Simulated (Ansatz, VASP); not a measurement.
Two plane-wave programs on H9O4F

```
CELL_PARAMETERS angstrom
5.36011 0.00000 0.00000
0.00000 5.36011 0.00000
0.00000 0.00000 5.36011
ATOMIC_POSITIONS crystal
O 0.33848 0.87858 0.38870
O 0.95743 0.12448 0.20702
O 0.60013 0.03231 0.87657
O 0.18582 0.51261 0.65890
H 0.18797 0.97146 0.32191
H 0.41605 0.80417 0.24004
H 0.85911 0.06228 0.06111
H 0.84861 0.24828 0.28188
H 0.55300 0.99362 0.70424
H 0.52747 0.19772 0.91704
H 0.24332 0.65873 0.54692
H 0.20654 0.36355 0.55705
H 0.31886 0.49857 0.87171
F 0.42989 0.47523 0.03151
```

Alike in both runs: functional PBEsol; k mesh 1 × 1 × 1; occupations fermi-dirac, width 0.02 eV; no spin polarisation.

Ansatz relaxed the structure, and its values are those at the end. VASP's run is a single point on that final structure, the one shown.

```csv
,VASP,Ansatz
version,VASP 6.6.1,Ansatz 0.2.0
potentials or method,"VASP PAW PBE potentials, release 64 (O, H, F), cutoff 520 eV","scalar-relativistic, plane waves, PAW"
valence electrons in the cell,40,40
```

```tsv
	VASP	Ansatz	Ansatz less VASP
rms of the force components (eV/Å)	0.078	0.053	-0.0255
```

VASP's potentials were made for PBE, not for PBEsol.
